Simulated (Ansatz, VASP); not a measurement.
Mg2Ge in VASP and in Ansatz

```xyz
3
Lattice="0.0000 3.2468 3.2468 3.2468 0.0000 3.2468 3.2468 3.2468 0.0000" Properties=species:S:1:pos:R:3 pbc="T T T"
Ge    0.0000    0.0000    0.0000
Mg    1.6234    1.6234    1.6234
Mg    4.8701    4.8701    4.8701
```

Change from the starting cell: hydrostatic strain +2.0%.

Alike in both runs: task single point; functional HSE06; k mesh 6 × 6 × 6; no spin polarisation.

|  | VASP | Ansatz |
| --- | --- | --- |
| version | VASP 6.6.1 | Ansatz 0.2.0 |
| potentials or method | VASP PAW PBE potentials, release 64 (Ge_d, Mg) | plane waves, PAW |
| plane-wave cutoff (eV) | 520 | 420 |
| occupations | gaussian, width 0.01 eV | fixed |
| valence electrons in the cell | 18 | 34 |

Ansatz gave:

| Property | Result |
| --- | --- |
| gap on the k mesh at the Fermi level (eV) | 0.55 |
| pressure (GPa) | -2.6 |

Problem. Which values does VASP return?

Solution. gap on the k mesh at the Fermi level (eV): 0.55; pressure (GPa): -2.7.

VASP's potentials hold 18 valence electrons a cell and Ansatz's 34, so a difference there can come from the potentials and not from the codes. Ansatz's warnings: stress exchange threshold loose, stress scf threshold loose.
